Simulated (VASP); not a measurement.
# LiAl16O24 (a cell with a defect) (Li interstitial hop between voids) in VASP: notebook, part 2 of 3

VASP 6.6.1.

## (3) Single point, PBE

The input, INCAR:

```
ALGO = Normal ; EDIFF = 1E-6
ENCUT = 520 ; GGA = PE
ISIF = 2 ; ISMEAR = -1
LASPH = True ; LCHARG = True
LELF = True ; LREAL = Auto
LVHAR = True ; LWAVE = False
NBANDS = 124 ; NELECT = 194.0
NELM = 100 ; PREC = Accurate
SIGMA = 0.01
```

The input, KPOINTS:

```
Automatic mesh
0
Gamma
  1 1 1
  0.25 0.25 0.25
```

The input, POSCAR:

```
LiAl16O24
1.0
    2.4039417600      1.3879164200      4.3742070900
   -4.8078835200      2.7758328500      8.7484141900
    0.0000000000     -5.5516656900      8.7484141900
Al O Li
16 24 1
Direct
    0.6667795750      0.3336797735      0.3320774439
    0.8562110597      0.4316472634      0.4331449705
    0.1434285778      0.0693253953      0.0668741042
    0.3329285309      0.1673029272      0.1678960770
    0.6463392325      0.3242122143      0.8245662820
    0.8514206937      0.4294222075      0.9233275686
    0.1482127852      0.0715263838      0.5766929334
    0.3533471591      0.1767366030      0.6754316851
    0.6472595825      0.8238375607      0.3242354782
    0.8547668896      0.9237278887      0.4274614785
    0.1449239732      0.5772369596      0.0725429417
    0.3524207136      0.6771258405      0.1757806262
    0.6471798001      0.8239588234      0.8227543657
    0.8530728568      0.9253279400      0.9248335237
    0.1465691552      0.5756293230      0.5751905774
    0.3524502220      0.6770037425      0.6772654689
    0.4353507300      0.0352006949      0.3702545612
    0.9260226973      0.1297591435      0.2797438512
    0.0736691966      0.3712093095      0.2202394750
    0.7364364339      0.2193483771      0.0330552449
    0.2632162440      0.2816256875      0.4669545094
    0.5643333099      0.4657631937      0.1297490615
    0.4454832986      0.0266610932      0.8722919708
    0.9445898755      0.1256603271      0.7778708275
    0.0550798169      0.3752822300      0.7221393385
    0.7534225339      0.2255430196      0.5306348414
    0.2462506454      0.2754267272      0.9693538835
    0.5541666140      0.4743178754      0.6277181553
    0.4517380577      0.5321300936      0.3745541667
    0.9494985179      0.6251012231      0.2779599055
    0.0501763065      0.8758576734      0.2220686848
    0.7492423425      0.7215840265      0.0279970016
    0.2504093831      0.7793858877      0.4720266831
    0.5479569773      0.9688401964      0.1254557949
    0.4441233114      0.5271935365      0.8770045414
    0.9437558853      0.6258453634      0.7776574320
    0.0558713369      0.8751107383      0.7223557277
    0.7493238539      0.7242906100      0.5271764185
    0.2503164469      0.7766775145      0.9728523999
    0.5555236980      0.9737817599      0.6229974347
    0.4997396066      0.2504587680      0.2500852985
```

Potentials or basis: VASP PAW PBE potentials, release 64 (Al, O, Li_sv).

Started as:

```bash
$ cat potpaw_PBE.64/Al/POTCAR potpaw_PBE.64/O/POTCAR potpaw_PBE.64/Li_sv/POTCAR > POTCAR
$ mpirun -np 1 vasp_std > vasp.out
```

OUTCAR:

```text
EDIFF = 1E-6
   ENCUT = 520
   GGA = PE
   ISIF = 2
   ISMEAR = -1
   LASPH = True
   LREAL = Auto
   NELECT = 194.0
   NELM = 100
   PREC = Accurate

 ion  position               nearest neighbor table
   1  0.667  0.334  0.332-  29 1.88  26 1.88  19 1.89  21 1.93  22 1.93  18 1.95  41 2.18   2 2.57
                             4 2.77   8 2.79  12 2.79   2 3.33
   2  0.856  0.432  0.433-  28 1.83  30 1.84  21 1.86  29 2.02  26 2.02  19 2.11   1 2.57  41 2.82
                            15 2.83   7 2.87  11 2.87   5 3.18   9 3.18   1 3.33
   3  0.143  0.069  0.067-  23 1.83  31 1.84  20 1.86  34 2.02  27 2.02  18 2.11   4 2.57  41 2.82
                            14 2.83   6 2.87  10 2.87   8 3.18  12 3.18   4 3.33
   4  0.333  0.167  0.168-  34 1.88  27 1.88  18 1.89  20 1.93  17 1.93  19 1.95  41 2.18   3 2.57
                             1 2.77   5 2.79   9 2.79   3 3.33
   5  0.646  0.324  0.825-  28 1.86  24 1.88  27 1.89  35 1.99  20 1.99  25 1.99   6 2.68   4 2.79
                            16 2.82   8 2.83   2 3.18   6 3.25  14 3.26
   6  0.851  0.429  0.923-  36 1.85  27 1.87  22 1.89  35 1.97  25 1.98  20 2.07   5 2.68  15 2.79
                            41 2.81  11 2.83   3 2.87  13 3.22   5 3.25
   7  0.148  0.072  0.577-  37 1.85  26 1.87  17 1.89  40 1.97  24 1.98  21 2.07   8 2.68  14 2.79
                            41 2.81  10 2.83   2 2.87  16 3.22   8 3.25
   8  0.353  0.177  0.675-  23 1.86  25 1.88  26 1.90  40 1.99  21 1.99  24 1.99   7 2.68   1 2.79
                            13 2.82   5 2.83   3 3.18   7 3.25  15 3.26
   9  0.647  0.824  0.324-  33 1.86  30 1.88  34 1.89  31 1.97  38 1.99  17 2.02  10 2.68   4 2.79
                            12 2.82  16 2.82   2 3.18  10 3.24  14 3.27
  10  0.855  0.924  0.427-  33 1.86  40 1.87  18 1.89  38 1.96  31 1.99  17 2.06   9 2.68  15 2.79
                            41 2.81   7 2.83   3 2.87  13 3.23   9 3.24
  11  0.145  0.577  0.073-  32 1.86  35 1.87  19 1.89  39 1.96  30 1.99  22 2.06  12 2.68  14 2.79
                            41 2.81   6 2.83   2 2.87  16 3.23  12 3.24
  12  0.352  0.677  0.176-  32 1.86  31 1.88  29 1.89  30 1.97  39 1.98  22 2.02  11 2.68   1 2.79
                             9 2.82  13 2.82   3 3.18  11 3.24  15 3.27
  13  0.647  0.824  0.823-  36 1.86  39 1.88  40 1.88  23 1.97  37 2.00  32 2.00  14 2.68  16 2.82
[... 29 lines left out ...]
  39  0.250  0.777  0.973-  13 1.88  14 1.88  11 1.96  12 1.98
  40  0.556  0.974  0.623-  10 1.87  13 1.88   7 1.97   8 1.99
  41  0.500  0.250  0.250-  19 1.93  18 1.93  17 1.96  22 1.96  21 1.97  20 1.97   1 2.18   4 2.18
                             7 2.81   6 2.81  10 2.81  11 2.81   2 2.82   3 2.82

  LATTYP: Found a base centered monoclinic cell.
 ALAT       =    14.1357249055
 B/A-ratio  =     0.6802457681
[... 229 lines left out ...]
 Free energy of the ion-electron system (eV)
  ---------------------------------------------------
  ext. energy  EPLUGINS =         0.00000000
  ---------------------------------------------------
  free energy    TOTEN  =      -310.03057054 eV

  energy without entropy =     -310.03057054  energy(sigma->0) =     -310.03057054

 E-fermi :   6.2351     XC(G=0): -11.5824

 val. band max:        5.8355226539   @ k =   0.2500   0.2500   0.2500
 cond. band min:      12.5961585197   @ k =   0.2500   0.2500   0.2500
 fundamental gap:      6.7606358658
 Fermi energy:         6.2351142080

 k-point     1 :       0.2500    0.2500    0.2500
  band No.  band energies     occupation
      1     -36.7557      2.00000
      2     -12.8952      2.00000
      3     -11.9721      2.00000
      4     -11.9065      2.00000
      5     -11.8474      2.00000
      6     -11.8095      2.00000
[... 101 lines left out ...]
    108      15.7046      0.00000
    109      15.8506      0.00000
 [bands above 109 left out]

------------------------ aborting loop because EDIFF is reached ----------------------------------------

  FORCE on cell =-STRESS in cart. coord.  units (eV):
  Direction    XX          YY          ZZ          XY          YZ          ZX
  --------------------------------------------------------------------------------------
  -------------------------------------------------------------------------------------
  Total       -9.2650887     -9.3096857      0.6401209     -0.0314831     -0.2748562     -0.2175324
  in kB      -42.3801340    -42.5841285      2.9280250     -0.1440092     -1.2572403     -0.9950312
  external PRESSURE =     -27.3454125 kB  Pullay stress =       0.0000000 kB

 VOLUME and BASIS-vectors are now :
 -----------------------------------------------------------------------------
  energy-cutoff  :      520.00
  volume of cell :      350.27
      direct lattice vectors                 reciprocal lattice vectors
     2.403941760  1.387916420  4.374207090     0.207991728  0.120084080  0.076204287
    -4.807883520  2.775832850  8.748414190    -0.103995864  0.060042040  0.038102144
     0.000000000 -5.551665690  8.748414190    -0.000000000 -0.120084080  0.038102144

 POSITION                                       TOTAL-FORCE (eV/Angst)
 -----------------------------------------------------------------------------------
     -0.00139      0.00809      8.74095        -0.000152      0.003296      0.004666
     -0.01703     -0.01815     11.31081        -0.007199     -0.008768      0.006022
      0.01149      0.02024      1.81892         0.006862      0.008053     -0.004285
     -0.00403     -0.00562      4.38876        -0.001451     -0.004571     -0.004373
     -0.00501     -2.78069     12.87721        -0.000873     -0.000269     -0.009656
     -0.01785     -2.75230     15.55871         0.001458      0.005097      0.009062
[... 33 lines left out ...]
     -3.34638      0.01540     16.39926         0.002842      0.002299     -0.001545
     -0.00283      0.00044      6.56493         0.002246      0.002029     -0.003181
 -----------------------------------------------------------------------------------
    total drift:                               -0.006955      0.002249      0.009826

  FREE ENERGIE OF THE ION-ELECTRON SYSTEM (eV)
  ---------------------------------------------------
  free  energy   TOTEN  =      -310.0305705387 eV

  energy  without entropy=     -310.0305705387  energy(sigma->0) =     -310.03057054
```

OSZICAR:

```text
N       E                     dE             d eps       ncg     rms          rms(c)
DAV:   1     0.109964028364E+04    0.10996E+04   -0.10236E+05   248   0.151E+03
DAV:   2    -0.264121276237E+03   -0.13638E+04   -0.13289E+04   304   0.333E+02
DAV:   3    -0.339169739880E+03   -0.75048E+02   -0.74724E+02   312   0.831E+01
DAV:   4    -0.341026120357E+03   -0.18564E+01   -0.18511E+01   376   0.110E+01
DAV:   5    -0.341068427523E+03   -0.42307E-01   -0.42286E-01   328   0.155E+00    0.344E+01
DAV:   6    -0.309887792920E+03    0.31181E+02   -0.13305E+02   280   0.314E+01    0.119E+01
DAV:   7    -0.309972191001E+03   -0.84398E-01   -0.32537E+00   296   0.507E+00    0.655E+00
DAV:   8    -0.309999332193E+03   -0.27141E-01   -0.32517E-01   296   0.235E+00    0.187E+00
DAV:   9    -0.310027414864E+03   -0.28083E-01   -0.94674E-02   304   0.114E+00    0.542E-01
DAV:  10    -0.310030648664E+03   -0.32338E-02   -0.10902E-02   296   0.361E-01    0.237E-01
DAV:  11    -0.310030396117E+03    0.25255E-03   -0.23189E-03   304   0.195E-01    0.143E-01
DAV:  12    -0.310030565382E+03   -0.16927E-03   -0.54842E-04   280   0.791E-02    0.382E-02
DAV:  13    -0.310030567932E+03   -0.25497E-05   -0.14547E-04   296   0.499E-02    0.185E-02
DAV:  14    -0.310030570462E+03   -0.25296E-05   -0.31305E-05   296   0.187E-02    0.887E-03
DAV:  15    -0.310030570951E+03   -0.48920E-06   -0.13262E-05   328   0.146E-02    0.565E-03
DAV:  16    -0.310030570539E+03    0.41201E-06   -0.19306E-06   176   0.672E-03
   1 F= -.31003057E+03 E0= -.31003057E+03  d E =0.000000E+00
```

stdout:

```text
POSCAR found type information on POSCAR AlO Li
 POSCAR found :  3 types and      41 ions
 scaLAPACK will be used
 LDA part: xc-table for (Slater+PW92), standard interpolation
 POSCAR, INCAR and KPOINTS ok, starting setup
 FFT: planning ... GRIDC
 FFT: planning ... GRID_SOFT
 FFT: planning ... GRID
 WAVECAR not read
 entering main loop
 the old and the new charge density differ
 old charge density:   195.00000 new  194.00000
    0.344E+01
```

Wall time 2 min (1 thread of Intel Xeon Platinum 8488C (Sapphire Rapids), shared host); peak memory 0.53 GiB.

Results:

- Free energy: -310.0306 eV
- Largest force: 0.014 eV/Å

Forces on the atoms (eV/Å):
```
Al   0.000  0.003  0.005
Al  -0.007 -0.009  0.006
Al   0.007  0.008 -0.004
Al  -0.001 -0.005 -0.004
Al  -0.001  0.000 -0.010
Al   0.001  0.005  0.009
Al   0.000 -0.004 -0.009
Al   0.000  0.001  0.011
Al   0.000 -0.003 -0.008
Al   0.002  0.000  0.009
Al  -0.005  0.000 -0.007
Al  -0.002  0.002  0.011
Al   0.001  0.002 -0.010
Al   0.000 -0.002  0.008
Al  -0.001  0.001 -0.009
Al   0.001  0.000  0.010
O    0.004 -0.005 -0.007
O    0.006 -0.004  0.005
O   -0.007  0.003 -0.005
O    0.003  0.008 -0.011
O   -0.001 -0.010  0.007
O   -0.004  0.002  0.006
O   -0.001 -0.001 -0.003
O   -0.002 -0.003  0.002
O    0.002  0.004  0.000
O    0.006 -0.003  0.002
O   -0.005  0.002 -0.001
O    0.002 -0.001  0.000
O   -0.007  0.000  0.000
O    0.003  0.001 -0.003
O   -0.002  0.001  0.001
O    0.000 -0.003 -0.001
O    0.000  0.004  0.001
O    0.006  0.000 -0.001
O   -0.002 -0.003  0.002
O   -0.002 -0.003  0.001
O    0.001  0.002  0.002
O    0.002  0.001  0.001
O   -0.001  0.002  0.000
O    0.003  0.002 -0.002
Li   0.002  0.002 -0.003
```

Levels at points of the mesh, in eV from the Fermi level:
| k point | band 93 | band 94 | band 95 | band 96 | band 97 | band 98 | band 99 | band 100 | band 101 | band 102 |
| --- | --- | --- | --- | --- | --- | --- | --- | --- | --- | --- |
| (0.25, 0.25, 0.25) | -0.74 | -0.67 | -0.65 | -0.44 | -0.40 | 6.36 | 8.52 | 8.73 | 8.77 | 8.85 |

Caveat: the k points lie up to 1.58 Å⁻¹ apart; the cell carries a net charge on a neutralising background, which shifts energy and pressure; the cell is charged against a uniform background, so pressure and absolute levels hang on convention; the cutoff is under 1.25 times the usual one of these potentials, so pressure, stress and relaxed cells hold a basis-set (Pulay) error.

## (4) Single point, PBE

The input, INCAR:

```
ALGO = Normal ; EDIFF = 1E-6
ENCUT = 520 ; GGA = PE
ISIF = 2 ; ISMEAR = -1
LASPH = True ; LCHARG = False
LREAL = Auto ; LWAVE = False
NBANDS = 124 ; NELECT = 194.0
NELM = 60 ; PREC = Accurate
SIGMA = 0.01
```

KPOINTS is that of step 3.

The input, POSCAR:

```
LiAl16O24
1.0
    2.4039417600      1.3879164200      4.3742070900
   -4.8078835200      2.7758328500      8.7484141900
    0.0000000000     -5.5516656900      8.7484141900
Al O Li
16 24 1
Direct
    0.6433248824      0.3231726691      0.3274792793
    0.8508154377      0.4263657288      0.4274075286
    0.1447751132      0.0751763097      0.0744905493
    0.3498384096      0.1739616109      0.1796948669
    0.6418075446      0.3174719088      0.8195486611
    0.8313948201      0.4185090422      0.9175090782
    0.1456384840      0.0733604365      0.5742079100
    0.3515099257      0.1754591986      0.6755755866
    0.6449919696      0.8257947835      0.3258750317
    0.8508766975      0.9278833414      0.4272533565
    0.1651346956      0.5827071681      0.0839709883
    0.3546680646      0.6837772500      0.1819185519
    0.6466628710      0.8273018395      0.8217515057
    0.8517763220      0.9260419168      0.9269787131
    0.1456816257      0.5748924932      0.5740584117
    0.3532314144      0.6780656675      0.6739803589
    0.4421970363      0.0282695954      0.3761006724
    0.9425578729      0.1276308441      0.2774261860
    0.0626657255      0.3803629490      0.2160334979
    0.7446641545      0.2199943600      0.0256541346
    0.2476068722      0.2786405899      0.4718521418
    0.5720667568      0.4708735469      0.1214401483
    0.4429890126      0.0285193653      0.8759273319
    0.9439712517      0.1228779586      0.7769304052
    0.0463856017      0.3761123325      0.7190474947
    0.7487506002      0.2234675260      0.5269540559
    0.2348072503      0.2836772041      0.9695796975
    0.5485893907      0.4726957165      0.6260974121
    0.4479308084      0.5285661696      0.3753633553
    0.9501389917      0.6251305356      0.2824232351
    0.0525465584      0.8783629737      0.2245398224
    0.7616745556      0.7175758850      0.0319166078
    0.2477537127      0.7777930727      0.4745190281
    0.5535311139      0.9727227252      0.1255336066
    0.4244439399      0.5303615409      0.8800405093
    0.9338268185      0.6208780378      0.7854389063
    0.0539675171      0.8735972389      0.7240523009
    0.7488917083      0.7226306621      0.5296113262
    0.2518876509      0.7812261314      0.9758219367
    0.5543028490      0.9729998131      0.6253470695
    0.9981477225      0.5007009805      0.0006968797
```

Started as:

```bash
$ cat potpaw_PBE.64/Al/POTCAR potpaw_PBE.64/O/POTCAR potpaw_PBE.64/Li_sv/POTCAR > POTCAR
$ mpirun -np 1 vasp_std > vasp.out
```

Wall time 2 min (1 thread of Intel Xeon Platinum 8488C (Sapphire Rapids), shared host); peak memory 0.52 GiB.

The run converged. Its results:

| Property | Result |
| --- | --- |
| Free energy | -310.0306 eV |
| Largest force | 0.015 eV/Å |

Forces on the atoms (eV/Å):
```
Al  -0.004 -0.002 -0.008
Al  -0.001  0.002  0.012
Al  -0.005  0.002 -0.014
Al   0.007  0.002  0.004
Al   0.011 -0.001  0.001
Al  -0.008 -0.004 -0.006
Al  -0.001 -0.001 -0.008
Al  -0.005 -0.002  0.012
Al   0.003  0.001 -0.008
Al   0.002  0.005  0.006
Al   0.006  0.000  0.003
Al  -0.010  0.000  0.000
Al  -0.008 -0.001 -0.005
Al   0.002 -0.004  0.014
Al   0.002 -0.002 -0.012
Al   0.001  0.000  0.009
O   -0.005 -0.002  0.001
O   -0.004 -0.005  0.003
O    0.004 -0.005  0.010
O    0.001 -0.010 -0.003
O    0.003  0.003 -0.002
O    0.000 -0.011 -0.001
O    0.001  0.001 -0.003
O   -0.002  0.000 -0.005
O    0.004  0.003 -0.002
O    0.003  0.000 -0.002
O    0.011  0.000 -0.003
O    0.001 -0.003  0.003
O    0.001  0.003 -0.003
O   -0.006 -0.003  0.004
O    0.003 -0.001  0.003
O   -0.007  0.006  0.002
O    0.001  0.000  0.004
O   -0.002 -0.001  0.003
O   -0.002  0.012 -0.001
O   -0.004  0.007 -0.007
O    0.001  0.005 -0.003
O   -0.001 -0.003  0.000
O   -0.004  0.010  0.002
O    0.006  0.000  0.002
Li   0.005  0.001 -0.001
```

Levels at points of the mesh, in eV from the Fermi level:
```
           k point  band 93  band 94  band 95  band 96  band 97  band 98  band 99  band 100  band 101  band 102
(0.25, 0.25, 0.25)    -0.72    -0.65    -0.63    -0.42    -0.38     6.38     8.54      8.75      8.79      8.87
```

Caveat: the k points lie up to 1.58 Å⁻¹ apart; the cell carries a net charge on a neutralising background, which shifts energy and pressure; the cell is charged against a uniform background, so pressure and absolute levels hang on convention; the cutoff is under 1.25 times the usual one of these potentials, so pressure, stress and relaxed cells hold a basis-set (Pulay) error.

(Part 2 of 3 ends here.)
